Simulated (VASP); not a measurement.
# Ti in VASP: single point with PBEsol

Aim: the single point of Ti with PBEsol.

Everything below comes from runs of VASP 6.6.1. Logs are shortened: lines on timing, memory, paths and dates and some standing lists are left out, and cuts for length are marked.

## Step 1: The cell of the first run

The cell holds a slab with vacuum, 13 atoms: a = 5.900 Å, b = 5.900 Å, c = 17.685 Å, α = 90.00°, β = 90.00°, γ = 60.00°.

## Step 2: Single point, PBEsol

The input, INCAR:

```
SYSTEM = Ti
  ALGO = Normal
  EDIFF = 1E-6
  ENCUT = 520
  GGA = PS
  ISIF = 2
  ISMEAR = -1
  LASPH = .TRUE.
  LCHARG = .FALSE.
  LREAL = .FALSE.
  LWAVE = .FALSE.
  NBANDS = 90
  NELM = 60
  PREC = Accurate
  SIGMA = 0.15
```

The input, KPOINTS:

```
k-points
0
G
  3 3 1
  0 0 0
```

The input, POSCAR:

```
Ti
1.0
    5.9000000000      0.0000000000      0.0000000000
    2.9500000000      5.1095500000      0.0000000000
    0.0000000000      0.0000000000     17.6846000000
Ti
13
Direct
    0.0000000000      0.0000000000      0.0565464000
    0.5000000000      0.0000000000      0.0565464000
    0.0000000000      0.5000000000      0.0565464000
    0.5000000000      0.5000000000      0.0565464000
   -0.1715368393      0.3412957478      0.1759119184
    0.3330662223      0.3303479249      0.1871421878
   -0.1702639522      0.8247919444      0.1768714378
    0.3428933383      0.8251779453      0.1770700378
    0.0003865424     -0.0045150724      0.2895155169
    0.5045412366     -0.0074789861      0.3146597856
   -0.0023473538      0.4877928798      0.3138243810
    0.5123530365      0.4852364852      0.3134685102
    0.9641089718      0.0441183812      0.4085402203
```

Potentials or basis: VASP PAW PBE potentials, release 64 (Ti_sv).

Launch:

```sh
> cat potpaw_PBE.64/Ti_sv/POTCAR > POTCAR
> mpirun -np 1 vasp_std > vasp.out
```

OUTCAR:

```text
SYSTEM = Ti
   EDIFF = 1E-6
   ENCUT = 520
   GGA = PS
   ISIF = 2
   ISMEAR = -1
   LASPH = .TRUE.
   LREAL = .FALSE.
   NELM = 60
   PREC = Accurate

 ion  position               nearest neighbor table
   1  0.000  0.000  0.057-   5 2.74   8 2.76   7 2.76
   2  0.500  0.000  0.057-   7 2.71   8 2.72   6 2.86
   3  0.000  0.500  0.057-   7 2.70   5 2.70   6 2.87
   4  0.500  0.500  0.057-   5 2.70   8 2.70   6 2.88
   5  0.828  0.341  0.176-   9 2.68   4 2.70   3 2.70   1 2.74   7 2.86   8 2.86
   6  0.333  0.330  0.187-  12 2.81  11 2.82  10 2.84   2 2.86   3 2.87   4 2.88
   7  0.830  0.825  0.177-   9 2.65   3 2.70   2 2.71   1 2.76   5 2.86   8 2.87
   8  0.343  0.825  0.177-   9 2.65   4 2.70   2 2.72   1 2.76   5 2.86   7 2.87
   9  0.000  0.995  0.290-  13 2.12   7 2.65   8 2.65   5 2.68  12 2.92
  10  0.505  0.993  0.315-   6 2.84
  11  0.998  0.488  0.314-   6 2.82  12 2.87
  12  0.512  0.485  0.313-   6 2.81  11 2.87   9 2.92
  13  0.964  0.044  0.409-   9 2.12

  LATTYP: Found a hexagonal cell.
 ALAT       =     5.9000001019
 C/A-ratio  =     2.9973897787

  Lattice vectors:

 A1 = (  -2.9500000000,  -5.1095500000,   0.0000000000)
 A2 = (   5.9000000000,   0.0000000000,   0.0000000000)
 A3 = (   0.0000000000,   0.0000000000,  17.6846000000)

Analysis of symmetry for initial positions (statically):
=====================================================================
 Subroutine PRICEL returns:
 Original cell was already a primitive cell.

 Routine SETGRP: Setting up the symmetry group for a
 hexagonal supercell.

 Subroutine GETGRP returns: Found  1 space group operations
 (whereof  1 operations were pure point group operations)
 out of a pool of 24 trial point group operations.

The static configuration has the point symmetry C_1 .

Analysis of symmetry for dynamics (positions and initial velocities):
=====================================================================
 Subroutine PRICEL returns:
 Original cell was already a primitive cell.

 Routine SETGRP: Setting up the symmetry group for a
 hexagonal supercell.

 Subroutine GETGRP returns: Found  1 space group operations
 (whereof  1 operations were pure point group operations)
 out of a pool of 24 trial point group operations.

The dynamic configuration has the point symmetry C_1 .

 Subroutine INISYM returns: Found  1 space group operations
 (whereof  1 operations are pure point group operations),
 and found     1 'primitive' translations

----------------------------------------------------------------------------------------

                                     Primitive cell

  volume of cell :     533.1261

  direct lattice vectors                    reciprocal lattice vectors
     5.900000000  0.000000000  0.000000000     0.169491525 -0.097855976  0.000000000
     2.950000000  5.109550000  0.000000000     0.000000000  0.195711951  0.000000000
     0.000000000  0.000000000 17.684600000     0.000000000  0.000000000  0.056546374

  length of vectors
     5.900000000  5.900000102 17.684600000     0.195711955  0.195711951  0.056546374

  position of ions in fractional coordinates (direct lattice)
     0.000000000  0.000000000  0.056546400
     0.500000000  0.000000000  0.056546400
     0.000000000  0.500000000  0.056546400
     0.500000000  0.500000000  0.056546400
     0.828463161  0.341295748  0.175911918
     0.333066222  0.330347925  0.187142188
     0.829736048  0.824791944  0.176871438
     0.342893338  0.825177945  0.177070038
     0.000386542  0.995484928  0.289515517
     0.504541237  0.992521014  0.314659786
     0.997652646  0.487792880  0.313824381
     0.512353037  0.485236485  0.313468510
     0.964108972  0.044118381  0.408540220

  ion indices of the primitive-cell ions
   primitive index   ion index
                 1           1
                 2           2
                 3           3
                 4           4
                 5           5
                 6           6
                 7           7
                 8           8
                 9           9
                10          10
                11          11
                12          12
                13          13

----------------------------------------------------------------------------------------

 KPOINTS: k-points

Automatic generation of k-mesh.
 Grid dimensions read from file:
 generate k-points for:    3    3    1

 Generating k-lattice:

  Cartesian coordinates                     Fractional coordinates (reciprocal lattice)
     0.056497175 -0.032618659  0.000000000     0.333333333  0.000000000  0.000000000
     0.000000000  0.065237317  0.000000000     0.000000000  0.333333333  0.000000000
     0.000000000  0.000000000  0.056546374     0.000000000  0.000000000  1.000000000

  Length of vectors
     0.065237318  0.065237317  0.056546374

  Shift w.r.t. Gamma in fractional coordinates (k-lattice)
     0.000000000  0.000000000  0.000000000

 Subroutine IBZKPT returns following result:
 ===========================================

 Found      5 irreducible k-points:

 Following reciprocal coordinates:
            Coordinates               Weight
  0.000000  0.000000  0.000000      1.000000
  0.333333  0.000000  0.000000      2.000000
  0.333333  0.333333  0.000000      2.000000
  0.000000  0.333333  0.000000      2.000000
 -0.333333  0.333333  0.000000      2.000000
   k-points           NKPTS =      5   k-points in BZ     NKDIM =      5   number of bands    NBANDS=     90
   number of dos      NEDOS =    301   number of ions     NIONS =     13
   total plane-waves  NPLWV = 322560
   dimension x,y,z NGX =    48 NGY =   48 NGZ =  140
   dimension x,y,z NGXF=    96 NGYF=   96 NGZF=  280
   ions per type =              13
   NGX,Y,Z   is equivalent  to a cutoff of  13.53, 13.53, 13.16 a.u.
   NGXF,Y,Z  is equivalent  to a cutoff of  27.05, 27.05, 26.32 a.u.
 SYSTEM =  Ti
   PREC   = accura    normal or accurate (medium, high low for compatibility)
   ISTART =      0    job   : 0-new  1-cont  2-samecut
   ICHARG =      2    charge: 1-file 2-atom 10-const
   ISPIN  =      1    spin polarized calculation?
   LNONCOLLINEAR =      F non collinear calculations
   LSORBIT =      F    spin-orbit coupling
   LASPH  =      T    aspherical Exc in radial PAW
   ENCUT  =  520.0 eV  38.22 Ry    6.18 a.u.  10.97 10.97 32.88*2*pi/ulx,y,z
   NELM   =     60;   NELMIN=  2; NELMDL= -5     # of ELM steps
   EDIFF  = 0.1E-05   stopping-criterion for ELM
   LREAL  =      F    real-space projection
   EDIFFG = 0.1E-04   stopping-criterion for IOM
   NSW    =      0    number of steps for IOM
   IBRION =     -1    ionic relax: 0-MD 1-quasi-New 2-CG
   NFREE  =      0    steps in history (QN), initial steepest desc. (CG)
   ISIF   =      2    stress and relaxation
   ISYM   =      2    0-nonsym 1-usesym 2-fastsym
   POTIM  = 0.5000    time-step for ionic-motion
   TEBEG  =    0.0;   TEEND  =   0.0 temperature during run
   PSTRESS=    0.0 pullay stress
   NELECT =     156.0000    total number of electrons
   NUPDOWN=      -1.0000    fix difference up-down
   EMIN   =  10.00;   EMAX   =-10.00  energy-range for DOS
   EFERMI =   0.00;   METHOD = LEGACY
   ISMEAR =    -1;   SIGMA  =   0.15  broadening in eV -4-tet -1-fermi 0-gaus
   EFERMI_NEDOS =   21; number of points for ismear=-14 and -15
   IALGO  =     38    algorithm
   IMIX   =      4    mixing-type and parameters
     AMIX     =   0.40;   BMIX     =  1.00
     AMIX_MAG =   1.60;   BMIX_MAG =  1.00
  volume/ion in A,a.u.               =      41.01       276.75
  Fermi-wavevector in a.u.,A,eV,Ry     =   1.086859  2.053865 16.072041  1.181262
  Thomas-Fermi vector in A             =   2.223005
   LORBIT       =      0    0 simple, 1 ext, 2 COOP (PROOUT), +10 PAW based schemes
   GGA     = PS    functional components
   LHFCALC =     F    Hartree Fock is set to
   AEXX    =    0.0000 exact exchange contribution
   IVDW    =     0    specifies the selected vdW correction
   LEPSILON=     F    determine dielectric tensor
   LRPA    =     F    only Hartree local field effects (RPA)
 non-spin polarized calculation
  energy-cutoff  :      520.00
  volume of cell :      533.13
 maximum number of plane-waves:     14387
 NGX is ok and might be reduce to    48
   NGX = 21   NGY = 21   NGZ = 65

 number of electron     155.9999998 magnetization

 Free energy of the ion-electron system (eV)
  ---------------------------------------------------
  ext. energy  EPLUGINS =         0.00000000
  ---------------------------------------------------
  free energy    TOTEN  =      -100.18031024 eV

  energy without entropy =      -98.43337808  energy(sigma->0) =      -99.30684416

 E-fermi :   1.3011     XC(G=0):  -6.1073

 val. band max:        1.2726911855   @ k =   0.0000   0.3333   0.0000
 cond. band min:       1.3558660588   @ k =   0.0000   0.3333   0.0000
 fundamental gap:      0.0831748734
 Fermi energy:         1.3011074083

 k-point     1 :       0.0000    0.0000    0.0000
  band No.  band energies     occupation
      1     -55.5385      2.00000
      2     -55.3888      2.00000
      3     -55.3398      2.00000
      4     -55.3351      2.00000
      5     -55.3115      2.00000
      6     -55.2671      2.00000
[... 82 lines left out ...]
     89       2.3483      0.00186
     90       2.3840      0.00146

 k-point     2 :       0.3333    0.0000    0.0000
  band No.  band energies     occupation
      1     -55.5381      2.00000
      2     -55.3808      2.00000
      3     -55.3392      2.00000
      4     -55.3201      2.00000
      5     -55.3161      2.00000
      6     -55.2818      2.00000
[... 82 lines left out ...]
     89       2.1251      0.00820
     90       2.1496      0.00696

 k-point     3 :       0.3333    0.3333    0.0000
  band No.  band energies     occupation
      1     -55.5380      2.00000
      2     -55.3820      2.00000
      3     -55.3353      2.00000
      4     -55.3207      2.00000
      5     -55.3183      2.00000
      6     -55.2817      2.00000
[... 82 lines left out ...]
     89       2.1304      0.00791
     90       2.1456      0.00715

 k-point     4 :       0.0000    0.3333    0.0000
  band No.  band energies     occupation
      1     -55.5381      2.00000
      2     -55.3777      2.00000
      3     -55.3467      2.00000
      4     -55.3203      2.00000
      5     -55.3119      2.00000
      6     -55.2777      2.00000
[... 82 lines left out ...]
     89       2.1273      0.00807
     90       2.1405      0.00740

 k-point     5 :      -0.3333    0.3333    0.0000
  band No.  band energies     occupation
      1     -55.5378      2.00000
      2     -55.3746      2.00000
      3     -55.3448      2.00000
      4     -55.3171      2.00000
      5     -55.2979      2.00000
      6     -55.2900      2.00000
[... 82 lines left out ...]
     89       2.1632      0.00636
     90       2.2015      0.00493

------------------------ aborting loop because EDIFF is reached ----------------------------------------

  FORCE on cell =-STRESS in cart. coord.  units (eV):
  Direction    XX          YY          ZZ          XY          YZ          ZX
  --------------------------------------------------------------------------------------
  -------------------------------------------------------------------------------------
  Total      -12.6412923    -12.3790635     -0.1785612     -0.1353966      0.2463433      0.0897337
  in kB      -37.9902500    -37.2021867     -0.5366211     -0.4069007      0.7403234      0.2696721
  external PRESSURE =     -25.2430192 kB  Pullay stress =       0.0000000 kB

 VOLUME and BASIS-vectors are now :
 -----------------------------------------------------------------------------
  energy-cutoff  :      520.00
  volume of cell :      533.13
      direct lattice vectors                 reciprocal lattice vectors
     5.900000000  0.000000000  0.000000000     0.169491525 -0.097855976  0.000000000
     2.950000000  5.109550000  0.000000000     0.000000000  0.195711951  0.000000000
     0.000000000  0.000000000 17.684600000     0.000000000  0.000000000  0.056546374

 POSITION                                       TOTAL-FORCE (eV/Angst)
 -----------------------------------------------------------------------------------
      0.00000      0.00000      1.00000        -0.000783     -0.045048     -0.076957
      2.95000      0.00000      1.00000        -0.011160      0.230400      0.114564
      1.47500      2.55477      1.00000         0.242527     -0.129156      0.011591
      4.42500      2.55477      1.00000        -0.255322     -0.123446      0.033212
      5.89476      1.74387      3.11093         0.004916      0.020109     -0.026260
      2.93962      1.68793      3.30953         0.001368     -0.023943     -0.005454
      7.32858      4.21432      3.12790         0.015562      0.011673     -0.000411
      4.45735      4.21629      3.13141        -0.011448      0.015944      0.000693
      2.93896      5.08648      5.11997         0.003978      0.006132     -0.121763
      5.90473      5.07134      5.56463         0.001893      0.011636      0.002232
      7.32514      2.49240      5.54986        -0.004114      0.012038     -0.019096
      4.45433      2.47934      5.54357         0.010257      0.010598     -0.019100
      5.81839      0.22543      7.22487         0.002325      0.003063      0.106749
 -----------------------------------------------------------------------------------
    total drift:                                0.000029     -0.000078      0.000608

  FREE ENERGIE OF THE ION-ELECTRON SYSTEM (eV)
  ---------------------------------------------------
  free  energy   TOTEN  =      -100.1803102415 eV

  energy  without entropy=      -98.4333780811  energy(sigma->0) =      -99.30684416
```

It took 25 min on 1 thread of Intel Xeon Platinum 8259CL at 2.50GHz (Skylake/Cascade Lake), shared host; peak memory 0.7 GiB.

What came out:

| Property | Result |
| --- | --- |
| Free energy | -100.1803 eV |
| Largest force | 0.286 eV/Å |
| Band gap on the k mesh | zero (band 78 reaches 1.67 eV, above the bottom of band 79 at 1.11 eV) |

Forces on the atoms (eV/Å):
```
Ti  -0.001 -0.045 -0.077
Ti  -0.011  0.230  0.115
Ti   0.243 -0.129  0.012
Ti  -0.255 -0.123  0.033
Ti   0.005  0.020 -0.026
Ti   0.001 -0.024 -0.005
Ti   0.016  0.012  0.000
Ti  -0.011  0.016  0.001
Ti   0.004  0.006 -0.122
Ti   0.002  0.012  0.002
Ti  -0.004  0.012 -0.019
Ti   0.010  0.011 -0.019
Ti   0.002  0.003  0.107
```

Levels at points of the mesh, in eV from the Fermi level:
| k point | band 75 | band 76 | band 77 | band 78 | band 79 | band 80 | band 81 | band 82 |
| --- | --- | --- | --- | --- | --- | --- | --- | --- |
| (0.00, 0.00, 0.00) | -0.11 | 0.22 | 0.26 | 0.37 | 0.57 | 0.59 | 0.60 | 0.63 |

Caveat: the k points lie up to 0.41 Å⁻¹ apart; the PAW data sets were made with another functional, which shifts forces and pressure a little.
